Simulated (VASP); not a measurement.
# AlBSb2: single point with PBE

Crystal: AlBSb2.

```
B Sb Al
1.0
    -2.89136    2.89136    5.57876
     2.89136   -2.89136    5.57876
     2.89136    2.89136   -5.57876
B Sb Al
2 4 2
Direct
  0.00000 0.00000 0.00000
  0.75000 0.25000 0.50000
  0.37500 0.32442 0.44942
  0.07442 0.62500 0.94942
  0.87500 0.92558 0.55058
  0.67558 0.12500 0.05058
  0.50000 0.50000 0.00000
  0.25000 0.75000 0.50000
```

| Quantity | Value |
| --- | --- |
| Program | VASP 6.6.1 |
| Task | single point |
| Functional | PBE |
| Potentials or basis | VASP PAW PBE potentials, release 64 (B, Sb, Al) |
| Cutoff | 520 eV |
| k mesh | 6 × 6 × 6 |
| Occupations | fermi-dirac, width 0.02 eV |
| Spin | non-collinear spin, zero start, spin-orbit coupling |
| Starting moments | [[0.0, 0.0, 0.0], [0.0, 0.0, 0.0], [0.0, 0.0, 0.0], [0.0, 0.0, 0.0], [0.0, 0.0, 0.0], [0.0, 0.0, 0.0], [0.0, 0.0, 0.0], [0.0, 0.0, 0.0]] μB |

```yaml
Pressure: 1.4 GPa
Largest_force: 0.095 eV/Å
Net_moment: 0.00 μB per cell
Valence_electrons_inside_the_program's_atomic_spheres: B 1.68; Sb 2.52; Al 0.80
```

Forces in eV/Å, atoms in the order of the input:
```
B    0.000  0.000  0.000
B    0.000  0.000  0.000
Sb  -0.095  0.000  0.000
Sb   0.000 -0.095  0.000
Sb   0.095  0.000  0.000
Sb   0.000  0.095  0.000
Al   0.000  0.000  0.000
Al   0.000  0.000  0.000
```

Stress tensor (GPa, compression positive):
```
1.47 0.00 0.00
0.00 1.47 0.00
0.00 0.00 1.31
```

Moments on the atoms (μB; x, y, z):
```
B   0.00 0.00 0.00
B   0.00 0.00 0.00
Sb  0.00 0.00 0.00
Sb  0.00 0.00 0.00
Sb  0.00 0.00 0.00
Sb  0.00 0.00 0.00
Al  0.00 0.00 0.00
Al  0.00 0.00 0.00
```

Wall time 27 min on 1 thread of Oxide Virtual Turin-like Processor, on a shared host, peak memory 1.2 GiB.
